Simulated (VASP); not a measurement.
A run of VASP 6.6.1:

File INCAR:

```
SYSTEM = N
PREC = Accurate
ENCUT = 910
EDIFF = 1E-7
ISMEAR = -1
SIGMA = 0.05
LREAL = .False.
LASPH = .True.
NELM = 120
ALGO = Normal
ISIF = 3
LWAVE = .False.
LCHARG = .False.
GGA = RE
IBRION = 2
NSW = 80
EDIFFG = -0.01
GGA_COMPAT = .False.
NELMIN = 4
```

KPOINTS

```
Automatic mesh
0
Gamma
  3 3 3
  0 0 0
```

The input POSCAR:

```
N
1.0
    5.6440000000      0.0000000000      0.0000000000
    0.0000000000      5.6440000000      0.0000000000
    0.0000000000      0.0000000000      5.6440000000
N
8
Direct
    0.0540000000      0.0540000000      0.0540000000
    0.4460000000      0.9460000000      0.5540000000
    0.5540000000      0.4460000000      0.9460000000
    0.9460000000      0.5540000000      0.4460000000
    0.9460000000      0.9460000000      0.9460000000
    0.5540000000      0.0540000000      0.4460000000
    0.4460000000      0.5540000000      0.0540000000
    0.0540000000      0.4460000000      0.5540000000
```

Potentials or basis: VASP PAW PBE potentials, release 64 (N_h).

The run is started by

```bash
$ cat potpaw_PBE.64/N_h/POTCAR > POTCAR
$ mpirun -np 1 vasp_std > vasp.out
```

Hardware: 1 thread of AMD EPYC 9R45 96-Core Processor (Zen 5) (shared host).

Question: Estimate the wall time of this run.

Answer: Wall time 6.3 min on 1 thread of AMD EPYC 9R45 96-Core Processor (Zen 5) (shared host), peak memory 0.4 GiB. Counts: scf iterations 139, k points 4, ion steps 16.
